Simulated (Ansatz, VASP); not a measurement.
**Ti in VASP and in Ansatz**

```xyz
1
Lattice="-1.6518 1.6518 1.6518 1.6518 -1.6518 1.6518 1.6518 1.6518 -1.6518" Properties=species:S:1:pos:R:3 pbc="T T T"
Ti    0.0000    0.0000    0.0000
```

Alike in both runs: task single point; functional PBE; k mesh 22 × 22 × 22; occupations gaussian, width 0.15 eV; no spin polarisation.

|  | VASP | Ansatz |
| --- | --- | --- |
| version | VASP 6.6.1 | Ansatz 0.2.0 |
| potentials or method | VASP PAW PBE potentials, release 64 (Ti_sv), cutoff 520 eV | scalar-relativistic, plane waves, PAW |
| valence electrons in the cell | 12 | 12 |

|  | VASP | Ansatz | Ansatz less VASP |
| --- | --- | --- | --- |
| gap on the k mesh at the Fermi level (eV) | none | none | - |
| pressure (GPa) | -4.5 | -4.3 | +0.24 |

A gap of «none» marks a metal or a gap that the smearing closes.
